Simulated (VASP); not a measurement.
# HfC (Pm-3m) in VASP: a series of runs

Runs on HfC. Level: PBE. Tasks: vibrations by perturbation theory.

All numbers are computed with VASP 6.6.1; they aren't measurements. Logs are shortened: lines on timing, memory, paths and dates and some standing lists are left out, and cuts for length are marked.

**1. The cell of the first run**

The structure is cubic, space group Pm-3m (No. 221). Conventional cell: a = 2.947 Å, b = 2.947 Å, c = 2.947 Å, α = 90.00°, β = 90.00°, γ = 90.00°. Within 3.4 Å of Hf (site symmetry m-3m) lie 8 C at 2.55 Å and 6 Hf at 2.95 Å. C (site symmetry m-3m) has 8 Hf at 2.55 Å and 6 C at 2.95 Å within 3.4 Å.

**2. Vibrations by perturbation theory, PBE**

File INCAR:

```
SYSTEM = HfC
PREC = Accurate
ENCUT = 520
EDIFF = 1E-8
ISMEAR = -1
SIGMA = 0.15
LREAL = .False.
LASPH = .True.
NELM = 100
ALGO = Normal
ISIF = 2
LWAVE = .False.
LCHARG = .False.
GGA = PE
IBRION = 8
NSW = 1
```

File KPOINTS:

```
Automatic mesh
0
Gamma
  14 14 14
  0 0 0
```

File POSCAR:

```
HfC
1.0
    2.9468000000      0.0000000000      0.0000000000
    0.0000000000      2.9468000000      0.0000000000
    0.0000000000      0.0000000000      2.9468000000
Hf C
1 1
Direct
    0.0000000000      0.0000000000      0.0000000000
    0.5000000000      0.5000000000      0.5000000000
```

Potentials or basis: VASP PAW PBE potentials, release 64 (Hf_pv, C).

Launch:

```sh
$ cat potpaw_PBE.64/Hf_pv/POTCAR potpaw_PBE.64/C/POTCAR > POTCAR
$ mpirun -np 1 vasp_std > vasp.out
```

OUTCAR:

```text
SYSTEM = HfC
   PREC = Accurate
   ENCUT = 520
   EDIFF = 1E-8
   ISMEAR = -1
   LREAL = .False.
   LASPH = .True.
   NELM = 100
   ISIF = 2
   GGA = PE
   IBRION = 8
   NSW = 1

 ion  position               nearest neighbor table
   1  0.000  0.000  0.000-   2 2.55   2 2.55   2 2.55   2 2.55   2 2.55   2 2.55   2 2.55   2 2.55

   2  0.500  0.500  0.500-   1 2.55   1 2.55   1 2.55   1 2.55   1 2.55   1 2.55   1 2.55   1 2.55

  LATTYP: Found a simple cubic cell.
 ALAT       =     2.9468000000

  Lattice vectors:

 A1 = (   2.9468000000,   0.0000000000,   0.0000000000)
 A2 = (   0.0000000000,   2.9468000000,   0.0000000000)
 A3 = (   0.0000000000,   0.0000000000,   2.9468000000)

Analysis of symmetry for initial positions (statically):
=====================================================================
 Subroutine PRICEL returns:
 Original cell was already a primitive cell.

 Routine SETGRP: Setting up the symmetry group for a
 simple cubic supercell.

 Subroutine GETGRP returns: Found 48 space group operations
 (whereof 48 operations were pure point group operations)
 out of a pool of 48 trial point group operations.

The static configuration has the point symmetry O_h .

Analysis of symmetry for dynamics (positions and initial velocities):
=====================================================================
 Subroutine PRICEL returns:
 Original cell was already a primitive cell.

 Routine SETGRP: Setting up the symmetry group for a
 simple cubic supercell.

 Subroutine GETGRP returns: Found 48 space group operations
 (whereof 48 operations were pure point group operations)
 out of a pool of 48 trial point group operations.

The dynamic configuration has the point symmetry O_h .

 Subroutine INISYM returns: Found 48 space group operations
 (whereof 48 operations are pure point group operations),
 and found     1 'primitive' translations

----------------------------------------------------------------------------------------

                                     Primitive cell

  volume of cell :      25.5889

  direct lattice vectors                    reciprocal lattice vectors
     2.946800000  0.000000000  0.000000000     0.339351161  0.000000000  0.000000000
     0.000000000  2.946800000  0.000000000     0.000000000  0.339351161  0.000000000
     0.000000000  0.000000000  2.946800000     0.000000000  0.000000000  0.339351161

  length of vectors
     2.946800000  2.946800000  2.946800000     0.339351161  0.339351161  0.339351161

  position of ions in fractional coordinates (direct lattice)
     0.000000000  0.000000000  0.000000000
     0.500000000  0.500000000  0.500000000

  ion indices of the primitive-cell ions
   primitive index   ion index
                 1           1
                 2           2

----------------------------------------------------------------------------------------

 KPOINTS: Automatic mesh

Automatic generation of k-mesh.
 Grid dimensions read from file:
 generate k-points for:   14   14   14

 Generating k-lattice:

  Cartesian coordinates                     Fractional coordinates (reciprocal lattice)
     0.024239369  0.000000000  0.000000000     0.071428571  0.000000000  0.000000000
     0.000000000  0.024239369  0.000000000     0.000000000  0.071428571  0.000000000
     0.000000000  0.000000000  0.024239369     0.000000000  0.000000000  0.071428571

  Length of vectors
     0.024239369  0.024239369  0.024239369

  Shift w.r.t. Gamma in fractional coordinates (k-lattice)
     0.000000000  0.000000000  0.000000000

 Subroutine IBZKPT returns following result:
 ===========================================
[... 76 lines left out ...]
   IVDW    =     0    specifies the selected vdW correction
   LEPSILON=     F    determine dielectric tensor
   LRPA    =     F    only Hartree local field effects (RPA)
 non-spin polarized calculation
  energy-cutoff  :      520.00
  volume of cell :       25.59
 maximum number of plane-waves:       739
 NGX is ok and might be reduce to    24
   NGX = 11   NGY = 11   NGZ = 11

--------------------------------------- Ionic step        1  -------------------------------------------

 number of electron      14.0000002 magnetization

 Free energy of the ion-electron system (eV)
  ---------------------------------------------------
  ext. energy  EPLUGINS =         0.00000000
  ---------------------------------------------------
  free energy    TOTEN  =       -18.37075048 eV

  energy without entropy =      -18.23216657  energy(sigma->0) =      -18.30145852

 E-fermi :   6.2057     XC(G=0): -12.3039

 val. band max:        6.1970458300   @ k =   0.3571   0.3571   0.0714
 cond. band min:       6.2089594938   @ k =   0.5000   0.4286   0.1429
 fundamental gap:      0.0119136638
 Fermi energy:         6.2057064924

 k-point     1 :       0.0000    0.0000    0.0000
  band No.  band energies     occupation
      1     -23.9528      2.00000
      2     -23.9528      2.00000
      3     -23.9528      2.00000
      4      -6.3003      2.00000
      5       4.4439      1.99998
      6       4.4439      1.99998
      7       7.1977      0.00268
      8       7.1977      0.00268
      9       7.1977      0.00268
     10      11.9762      0.00000
     11      12.0206      0.00000
[... 309 lines left out ...]
 k-point    24 :       0.3571    0.2143    0.0000
  band No.  band energies     occupation
      1     -24.6312      2.00000
      2     -24.2225      2.00000
      3     -23.8535      2.00000
      4      -3.8882      2.00000
      5       1.5215      2.00000
      6       4.2393      2.00000
      7       6.0241      1.54075
      8       6.4080      0.41212
      9      10.6106      0.00000
     10      11.1014      0.00000
     11      11.7529      0.00000

 [... further k-points ...]
[... 5 lines left out ...]
  --------------------------------------------------------------------------------------
  -------------------------------------------------------------------------------------
  Total       -1.5316093     -1.5316093     -1.5316093      0.0000000      0.0000000     -0.0000000
  in kB      -95.8973453    -95.8973453    -95.8973453      0.0000000      0.0000000     -0.0000000
  external PRESSURE =     -95.8973453 kB  Pullay stress =       0.0000000 kB

 VOLUME and BASIS-vectors are now :
 -----------------------------------------------------------------------------
  energy-cutoff  :      520.00
  volume of cell :       25.59
      direct lattice vectors                 reciprocal lattice vectors
     2.946800000  0.000000000  0.000000000     0.339351161  0.000000000  0.000000000
     0.000000000  2.946800000  0.000000000     0.000000000  0.339351161  0.000000000
     0.000000000  0.000000000  2.946800000     0.000000000  0.000000000  0.339351161

 POSITION                                       TOTAL-FORCE (eV/Angst)
 -----------------------------------------------------------------------------------
      0.00000      0.00000      0.00000         0.000000      0.000000      0.000000
      1.47340      1.47340      1.47340         0.000000      0.000000      0.000000
 -----------------------------------------------------------------------------------
    total drift:                                0.000000      0.000000     -0.000000

  FREE ENERGIE OF THE ION-ELECTRON SYSTEM (eV)
  ---------------------------------------------------
  free  energy   TOTEN  =       -18.3707504754 eV

  energy  without entropy=      -18.2321665713  energy(sigma->0) =      -18.30145852

[... ionic steps 2 to 3 ...]

--------------------------------------- Ionic step        4  -------------------------------------------

------------------------ aborting loop because EDIFF is reached ----------------------------------------

[... ionic steps 5 to 6 ...]

--------------------------------------- Ionic step        7  -------------------------------------------

 Free energy of the ion-electron system (eV)
  ---------------------------------------------------
  ---------------------------------------------------
  free energy    TOTEN  =        -0.11518103 eV

  energy without entropy =       -0.11518106

------------------------ aborting loop because EDIFF is reached ----------------------------------------

 INTERNAL STRAIN TENSOR  FOR ION    2  DIRECTION 1   (eV/Angst):
 -----------------------------------------------------------------------------
     0.05793 -0.00000  0.00000
     0.00000 -0.02279 -0.00000
    -0.00000 -0.00000 -0.02279

 INTERNAL STRAIN TENSOR FOR ION    2 for displacements in x,y,z  (eV/Angst):
          X           Y           Z          XY          YZ          ZX
  --------------------------------------------------------------------------------
  x     0.00000     0.00000     0.00000     0.00000     0.00000     0.00000
  y     0.00000     0.00000     0.00000     0.00000     0.00000     0.00000
  z     0.00000     0.00000     0.00000     0.00000     0.00000     0.00000

 SECOND DERIVATIVES (NOT SYMMETRIZED)
 ------------------------------------
               1X          1Y          1Z          2X          2Y          2Z
  1X     0.309150   -0.000000    0.000000   -0.309150    0.000000   -0.000000
  1Y    -0.000000    0.309150    0.000000    0.000000   -0.309150   -0.000000
  1Z    -0.000000   -0.000000    0.309150    0.000000    0.000000   -0.309150
  2X    -0.307088    0.000000   -0.000000    0.307088   -0.000000    0.000000
  2Y     0.000000   -0.307088    0.000000   -0.000000    0.307088   -0.000000
  2Z     0.000000   -0.000000   -0.307088   -0.000000    0.000000    0.307088

 Eigenvectors and eigenvalues of the dynamical matrix
 ----------------------------------------------------

   1 f  =    0.002106 THz     0.013234 2PiTHz    0.070258 cm-1     0.008711 meV
             X         Y         Z           dx          dy          dz
      0.000000  0.000000  0.000000    -0.020750   -0.660060   -0.707421
      1.473400  1.473400  1.473400    -0.005401   -0.171799   -0.184126
[... 21 lines left out ...]
   6 f/i=    2.583012 THz    16.229541 2PiTHz   86.159993 cm-1    10.682473 meV
             X         Y         Z           dx          dy          dz
      0.000000  0.000000  0.000000    -0.251886    0.000000   -0.000000
      1.473400  1.473400  1.473400     0.967757   -0.000000    0.000000

--------------------------------------------------------------------------------------------------------

 ELASTIC MODULI CONTR FROM IONIC RELAXATION (kBar)
 Direction    XX          YY          ZZ          XY          YZ          ZX
 --------------------------------------------------------------------------------
 XX           0.0000      0.0000      0.0000      0.0000      0.0000      0.0000
 YY           0.0000      0.0000      0.0000      0.0000      0.0000      0.0000
 ZZ           0.0000      0.0000      0.0000      0.0000      0.0000      0.0000
 XY           0.0000      0.0000      0.0000      0.0000      0.0000      0.0000
 YZ           0.0000      0.0000      0.0000      0.0000      0.0000      0.0000
 ZX           0.0000      0.0000      0.0000      0.0000      0.0000      0.0000
 --------------------------------------------------------------------------------
```

Run time: 5 min. Hardware: 1 thread of Intel Xeon Platinum 8488C (Sapphire Rapids), shared host; peak memory 0.34 GiB.

What came out:

```yaml
Highest_phonon_frequency_at_Γ: 0 cm⁻¹
Most_unstable_mode: 86i cm⁻¹
```

Phonon frequencies in cm⁻¹ (negative: imaginary):
```
              q point        frequencies
(0.000, 0.000, 0.000)  -86 -86 -86 0 0 0
```

Caveat: the cell stands under pressure or tension, which shifts response properties; some modes are imaginary; spin-orbit coupling is left out, which moves the levels of the heavy elements.

[end of part 1 of 3]
